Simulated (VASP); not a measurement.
# SiC (R3m) in VASP: single point with PBE

Aim: the single point of SiC with PBE.

Everything below comes from runs of VASP 6.6.1. Logs are shortened: lines on timing, memory, paths and dates and some standing lists are left out, and cuts for length are marked.

## (1) The cell of the first run

It takes space group R3m (No. 160, trigonal). Conventional cell: a = 3.097 Å, b = 3.097 Å, c = 45.515 Å, α = 90.00°, β = 90.00°, γ = 120.00°. Within 2.5 Å of Si (site symmetry 3m) lie 4 C at 1.90 Å. Within 2.5 Å of Si (site symmetry 3m) lie 4 C at 1.90 Å. Within 2.5 Å of Si (site symmetry 3m) lie 4 C at 1.90 Å. Within 2.5 Å of Si (site symmetry 3m) lie 4 C at 1.90 Å. Within 2.5 Å of Si (site symmetry 3m) lie 4 C at 1.90 Å. Si (site symmetry 3m) has 3 C at 1.90 Å within 2.5 Å. C (site symmetry 3m) has 4 Si at 1.90 Å within 2.5 Å. C (site symmetry 3m) has 4 Si at 1.90 Å within 2.5 Å.

## (2) Single point, PBE

File INCAR:

```
PREC     = Accurate       # precision mode
ENCUT    = 520            # plane-wave cutoff, eV
EDIFF    = 1E-7           # SCF threshold, eV
ISMEAR   = 0              # smearing method
SIGMA    = 0.05           # smearing width, eV
LREAL    = F              # projectors in reciprocal space
LASPH    = T              # aspherical terms in the spheres
NELM     = 60             # most SCF steps
ALGO     = Normal         # electronic algorithm
ISIF     = 2              # what is computed and relaxed
LWAVE    = F              # write WAVECAR
LCHARG   = F              # write CHGCAR
GGA      = PE             # functional
NBANDS   = 36             # bands
```

File KPOINTS:

```
regular mesh
0
Gamma
  10 10 2
```

File POSCAR:

```
SiC
1.0
    2.1898640950     -2.1898640950      0.0000000000
    2.1898640950      0.0000000000     -2.1898640950
   11.6794211642      7.2994739878      7.2994739878
Si C
6 6
Direct
    0.7361201400     -0.2638798600      0.3958000000
    0.1805701400      0.1805701400      0.2291333333
    0.2916701400      0.2916701400      0.5624666667
    0.4027701400      0.4027701400      0.8958000000
   -0.1527798600     -0.1527798600      0.7291333333
    0.6250201400      0.6250201400      0.0624666667
    0.3750076400      0.3750076400      0.4374666667
   -0.1805423600     -0.1805423600      0.2708000000
   -0.0694423600     -0.0694423600      0.6041333333
    0.0416576400      0.0416576400      0.9374666667
   -0.5138923600     -0.5138923600      0.7708000000
    0.2639076400      0.2639076400      0.1041333333
```

Potentials or basis: VASP PAW PBE potentials, release 64 (Si, C).

Launch:

```
cat potpaw_PBE.64/Si/POTCAR potpaw_PBE.64/C/POTCAR > POTCAR
mpirun -np 1 vasp_std > vasp.out
```

OUTCAR:

```text
PREC = Accurate
   ENCUT = 520
   EDIFF = 1E-7
   ISMEAR = 0
   LREAL = F
   LASPH = T
   NELM = 60
   ISIF = 2
   GGA = PE

 ion  position               nearest neighbor table
   1  0.736  0.736  0.396-   8 1.90   7 1.90   7 1.90   7 1.90   3 3.10   2 3.10   3 3.10   3 3.10
                             2 3.10   2 3.10
   2  0.181  0.181  0.229-  12 1.90   8 1.90   8 1.90   8 1.90   6 3.10   6 3.10   6 3.10   1 3.10
                             1 3.10   1 3.10
   3  0.292  0.292  0.562-   9 1.90   9 1.90   9 1.90   7 1.90   5 3.10   5 3.10   5 3.10   1 3.10
                             1 3.10   1 3.10
   4  0.403  0.403  0.896-  11 1.90  10 1.90  10 1.90  10 1.90   6 3.10   6 3.10   5 3.10   5 3.10
                             5 3.10   6 3.10
   5  0.847  0.847  0.729-   9 1.90  11 1.90  11 1.90  11 1.90   3 3.10   3 3.10   3 3.10   4 3.10
                             4 3.10   4 3.10
   6  0.625  0.625  0.062-  12 1.90  12 1.90  12 1.90  10 2.61  10 2.61  10 2.61   4 3.10   4 3.10
                             2 3.10   2 3.10   2 3.10   4 3.10
   7  0.375  0.375  0.437-   3 1.90   1 1.90   1 1.90   1 1.90
   8  0.819  0.819  0.271-   1 1.90   2 1.90   2 1.90   2 1.90
   9  0.931  0.931  0.604-   3 1.90   3 1.90   3 1.90   5 1.90
  10  0.042  0.042  0.937-   4 1.90   4 1.90   4 1.90   6 2.61   6 2.61   6 2.61
  11  0.486  0.486  0.771-   4 1.90   5 1.90   5 1.90   5 1.90
  12  0.264  0.264  0.104-   6 1.90   6 1.90   6 1.90   2 1.90

  LATTYP: Found a trigonal (rhomboedric) cell.
 ALAT       =    15.2768305325
 COS(alpha) =     0.9794520407

  Lattice vectors:

 A1 = (   9.4895570692,   9.4893380828,   7.2994739878)
 A2 = (   7.2996929742,   9.4893380828,   9.4893380828)
 A3 = (   9.4895570692,   7.2994739878,   9.4893380828)

Analysis of symmetry for initial positions (statically):
=====================================================================
 Subroutine PRICEL returns:
 Original cell was already a primitive cell.

 Routine SETGRP: Setting up the symmetry group for a
 trigonal (rhombohedral) supercell.

 Subroutine GETGRP returns: Found  2 space group operations
 (whereof  2 operations were pure point group operations)
 out of a pool of 12 trial point group operations.

The static configuration has the point symmetry C_1h.

Analysis of symmetry for dynamics (positions and initial velocities):
=====================================================================
 Subroutine PRICEL returns:
 Original cell was already a primitive cell.

 Routine SETGRP: Setting up the symmetry group for a
 trigonal (rhombohedral) supercell.

 Subroutine GETGRP returns: Found  2 space group operations
 (whereof  2 operations were pure point group operations)
 out of a pool of 12 trial point group operations.

The dynamic configuration has the point symmetry C_1h.

 Subroutine INISYM returns: Found  2 space group operations
 (whereof  2 operations are pure point group operations),
 and found     1 'primitive' translations

----------------------------------------------------------------------------------------

                                     Primitive cell

  volume of cell :     126.0180

  direct lattice vectors                    reciprocal lattice vectors
     2.189864095 -2.189864095  0.000000000     0.126845771 -0.329803572  0.126845771
     2.189864095  0.000000000 -2.189864095     0.126845771  0.126845771 -0.329803572
    11.679421164  7.299473988  7.299473988     0.038054112  0.038054112  0.038054112

  length of vectors
     3.096935503  3.096935503 15.587607890     0.375433210  0.375433210  0.065911655

  position of ions in fractional coordinates (direct lattice)
     0.736120140  0.736120140  0.395800000
     0.180570140  0.180570140  0.229133333
     0.291670140  0.291670140  0.562466667
     0.402770140  0.402770140  0.895800000
     0.847220140  0.847220140  0.729133333
     0.625020140  0.625020140  0.062466667
     0.375007640  0.375007640  0.437466667
     0.819457640  0.819457640  0.270800000
     0.930557640  0.930557640  0.604133333
     0.041657640  0.041657640  0.937466667
     0.486107640  0.486107640  0.770800000
     0.263907640  0.263907640  0.104133333

  ion indices of the primitive-cell ions
   primitive index   ion index
[... 48 lines left out ...]
|                                                                             |
|     Results are often still useful ...                                      |
|                                                                             |
 -----------------------------------------------------------------------------

 WARNING: IBZKPT: internal override: KBLOWUP is changed to .FALSE.
      ... skipping the blow-up phase ...

 Subroutine IBZKPT returns following result:
 ===========================================

 Found     62 irreducible k-points:

 Following reciprocal coordinates:
            Coordinates               Weight
  0.000000  0.000000  0.000000      1.000000
  0.100000  0.000000  0.000000      4.000000
  0.200000  0.000000  0.000000      4.000000
  0.300000  0.000000  0.000000      4.000000
  0.400000  0.000000  0.000000      4.000000
  0.500000  0.000000  0.000000      2.000000
[... 16 lines left out ...]
  0.300000  0.300000  0.000000      2.000000
  0.400000  0.300000  0.000000      4.000000
 [... further k-points ...]
   k-points           NKPTS =     62   k-points in BZ     NKDIM =     62   number of bands    NBANDS=     36
   number of dos      NEDOS =    301   number of ions     NIONS =     12
   total plane-waves  NPLWV =  69120
   dimension x,y,z NGX =    24 NGY =   24 NGZ =  120
   dimension x,y,z NGXF=    48 NGYF=   48 NGZF=  240
   ions per type =               6   6
   NGX,Y,Z   is equivalent  to a cutoff of  12.88, 12.88, 12.80 a.u.
   NGXF,Y,Z  is equivalent  to a cutoff of  25.77, 25.77, 25.60 a.u.
 SYSTEM =  unknown system
   PREC   = accura    normal or accurate (medium, high low for compatibility)
   ISTART =      0    job   : 0-new  1-cont  2-samecut
   ICHARG =      2    charge: 1-file 2-atom 10-const
   ISPIN  =      1    spin polarized calculation?
   LNONCOLLINEAR =      F non collinear calculations
   LSORBIT =      F    spin-orbit coupling
   LASPH  =      T    aspherical Exc in radial PAW
   ENCUT  =  520.0 eV  38.22 Ry    6.18 a.u.   5.76  5.76 28.98*2*pi/ulx,y,z
   NELM   =     60;   NELMIN=  2; NELMDL= -5     # of ELM steps
   EDIFF  = 0.1E-06   stopping-criterion for ELM
   LREAL  =      F    real-space projection
   EDIFFG = 0.1E-05   stopping-criterion for IOM
   NSW    =      0    number of steps for IOM
   IBRION =     -1    ionic relax: 0-MD 1-quasi-New 2-CG
   NFREE  =      0    steps in history (QN), initial steepest desc. (CG)
   ISIF   =      2    stress and relaxation
   ISYM   =      2    0-nonsym 1-usesym 2-fastsym
   POTIM  = 0.5000    time-step for ionic-motion
   TEBEG  =    0.0;   TEEND  =   0.0 temperature during run
   PSTRESS=    0.0 pullay stress
   NELECT =      48.0000    total number of electrons
   NUPDOWN=      -1.0000    fix difference up-down
   EMIN   =  10.00;   EMAX   =-10.00  energy-range for DOS
   EFERMI =   0.00;   METHOD = LEGACY
   ISMEAR =     0;   SIGMA  =   0.05  broadening in eV -4-tet -1-fermi 0-gaus
   EFERMI_NEDOS =   21; number of points for ismear=-14 and -15
   IALGO  =     38    algorithm
   IMIX   =      4    mixing-type and parameters
     AMIX     =   0.40;   BMIX     =  1.00
     AMIX_MAG =   1.60;   BMIX_MAG =  1.00
  volume/ion in A,a.u.               =      10.50        70.87
  Fermi-wavevector in a.u.,A,eV,Ry     =   1.186709  2.242555 19.160797  1.408279
  Thomas-Fermi vector in A             =   2.322876
   LORBIT       =      0    0 simple, 1 ext, 2 COOP (PROOUT), +10 PAW based schemes
   GGA     = PE    functional components
   LHFCALC =     F    Hartree Fock is set to
   AEXX    =    0.0000 exact exchange contribution
   IVDW    =     0    specifies the selected vdW correction
   LEPSILON=     F    determine dielectric tensor
   LRPA    =     F    only Hartree local field effects (RPA)
 non-spin polarized calculation
 Gauss-broadening in eV      SIGMA  =   0.05
  energy-cutoff  :      520.00
  volume of cell :      126.02
 maximum number of plane-waves:      3414
   NGX = 11   NGY = 11   NGZ = 57

 number of electron      48.0000002 magnetization

 Free energy of the ion-electron system (eV)
  ---------------------------------------------------
  ext. energy  EPLUGINS =         0.00000000
  ---------------------------------------------------
  free energy    TOTEN  =       -88.48816681 eV

  energy without entropy =      -88.48816681  energy(sigma->0) =      -88.48816681

 E-fermi :   8.5310     XC(G=0): -11.3339

 val. band max:        8.2995869436   @ k =   0.0000   0.0000   0.0000
 cond. band min:       9.2179237520   @ k =  -0.3000   0.3000   0.0000
 fundamental gap:      0.9183368084
 Fermi energy:         8.5309666686

 k-point     1 :       0.0000    0.0000    0.0000
  band No.  band energies     occupation
      1      -7.3388      2.00000
      2      -6.8084      2.00000
      3      -6.7348      2.00000
      4      -5.3273      2.00000
      5      -5.2185      2.00000
      6      -3.7999      2.00000
[... 925 lines left out ...]
     35      15.3064      0.00000
     36      15.8199      0.00000

 [... further k-points ...]

------------------------ aborting loop because EDIFF is reached ----------------------------------------

  FORCE on cell =-STRESS in cart. coord.  units (eV):
  Direction    XX          YY          ZZ          XY          YZ          ZX
  --------------------------------------------------------------------------------------
  -------------------------------------------------------------------------------------
  Total       -1.7263670     -1.7260956     -1.7260956      1.4255403      1.4244788      1.4255403
  in kB      -21.9488098    -21.9453591    -21.9453591     18.1241373     18.1106411     18.1241374
  external PRESSURE =     -21.9465093 kB  Pullay stress =       0.0000000 kB

 VOLUME and BASIS-vectors are now :
 -----------------------------------------------------------------------------
  energy-cutoff  :      520.00
  volume of cell :      126.02
      direct lattice vectors                 reciprocal lattice vectors
     2.189864095 -2.189864095  0.000000000     0.126845771 -0.329803572  0.126845771
     2.189864095  0.000000000 -2.189864095     0.126845771  0.126845771 -0.329803572
    11.679421164  7.299473988  7.299473988     0.038054112  0.038054112  0.038054112

 POSITION                                       TOTAL-FORCE (eV/Angst)
 -----------------------------------------------------------------------------------
      7.84672      1.27713      1.27713         0.062861      0.062887      0.062887
      3.46699      1.27713      1.27713         0.083744      0.083763      0.083763
      7.84672      3.46699      3.46699         0.054715      0.054706      0.054706
     12.22645      5.65686      5.65686        -0.013328     -0.013440     -0.013440
     12.22645      3.46699      3.46699         0.055173      0.055138      0.055138
      3.46699     -0.91274     -0.91274        -0.167079     -0.167656     -0.167656
      6.75179      2.37206      2.37206        -0.056189     -0.056184     -0.056184
      6.75179      0.18220      0.18220        -0.043739     -0.043753     -0.043753
     11.13152      2.37206      2.37206        -0.060143     -0.060133     -0.060133
     11.13152      6.75179      6.75179         0.012178      0.012612      0.012612
     11.13152      4.56192      4.56192        -0.090564     -0.090497     -0.090497
      2.37206      0.18220      0.18220         0.162371      0.162558      0.162558
 -----------------------------------------------------------------------------------
    total drift:                               -0.000306     -0.000301     -0.000301

  FREE ENERGIE OF THE ION-ELECTRON SYSTEM (eV)
  ---------------------------------------------------
  free  energy   TOTEN  =       -88.4881668092 eV

  energy  without entropy=      -88.4881668092  energy(sigma->0) =      -88.48816681
```

It took 2.1 min on 1 thread of Intel Xeon 6975P-C (Granite Rapids), shared host; peak memory 0.36 GiB.

Results:

```yaml
Free_energy: -88.4882 eV
Pressure: -2.2 GPa
Largest_force: 0.290 eV/Å
Band_gap_on_the_k_mesh: 0.92 eV (least direct gap 1.94 eV)
```

Forces in eV/Å, atoms in the order of the input:
```
Si   0.063  0.063  0.063
Si   0.084  0.084  0.084
Si   0.055  0.055  0.055
Si  -0.013 -0.013 -0.013
Si   0.055  0.055  0.055
Si  -0.167 -0.168 -0.168
C   -0.056 -0.056 -0.056
C   -0.044 -0.044 -0.044
C   -0.060 -0.060 -0.060
C    0.012  0.013  0.013
C   -0.091 -0.090 -0.090
C    0.162  0.163  0.163
```

Stress tensor (GPa, compression positive):
```
-2.19  1.81  1.81
 1.81 -2.19  1.81
 1.81  1.81 -2.19
```

Levels at points of the mesh, in eV from the valence-band top:
```tsv
k point	band 22	band 23	band 24	band 25	band 26	band 27
(0.00, 0.00, 0.00)	-0.31	-0.31	0.00	4.77	4.91	5.20
(0.50, 0.00, 0.00)	-2.04	-1.60	-1.38	1.43	1.67	2.22
(0.50, 0.50, 0.00)	-2.04	-1.60	-1.38	1.43	1.67	2.22
(0.00, 0.00, 0.50)	-0.53	-0.32	-0.32	4.86	4.96	5.13
(0.50, 0.00, 0.50)	-1.68	-1.51	-1.35	1.35	1.50	2.31
(0.50, 0.50, 0.50)	-1.68	-1.51	-1.35	1.35	1.50	2.31
```
